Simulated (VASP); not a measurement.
Sb:

```xyz
1
Lattice="-1.5765 1.5765 2.7119 1.5765 -1.5765 2.7119 1.5765 1.5765 -2.7119" Properties=species:S:1:pos:R:3 pbc="T T T"
Sb    0.0000    0.0000    0.0000
```

| Item | Value |
| --- | --- |
| Program | VASP 6.6.1 |
| Task | relaxation of cell and atoms |
| Functional | revPBE |
| Potentials or basis | VASP PAW PBE potentials, release 64 (Sb) |
| Cutoff | 600 eV |
| k mesh | 12 × 12 × 12 |
| Occupations | fermi-dirac, width 0.05 eV |
| Spin | no spin polarisation |

At the start: pressure 2.6 GPa; volume 26.96 Å³/atom.

Q: Where does the relaxation end?

A: Over 10 steps the energy falls by 10.8 meV/atom and the volume is 27.97 Å³/atom (+3.7 %); space group I4/mmm (No. 139, to 0.05 Å).

Step by step:
```tsv
step	energy change (eV)	largest force (eV/Å)	pressure (GPa)	volume (Å³)
1	0.0000	0.0000	2.58	26.96
2	-0.0068	0.0000	-1.18	28.69
3	-0.0090	0.0000	-0.02	28.09
4	-0.0090	0.0000	-0.07	28.11
5	-0.0091	0.0000	-0.07	28.10
6	-0.0097	0.0000	-0.08	28.07
7	-0.0107	0.0000	-0.04	28.00
8	-0.0079	0.0000	0.16	27.83
9	-0.0108	0.0000	-0.02	27.98
10	-0.0108	0.0000	-0.01	27.97
```

Final structure:
```yaml
crystal:
  lattice:
    - [-1.61933, 1.61933, 2.66616]
    - [1.61933, -1.61933, 2.66616]
    - [1.61933, 1.61933, -2.66616]
  atoms:
    - { symbol: Sb, position: [0.00000, 0.00000, 0.00000] }
```

Caveat: the PAW data sets were made with another functional, which shifts forces and pressure a little.
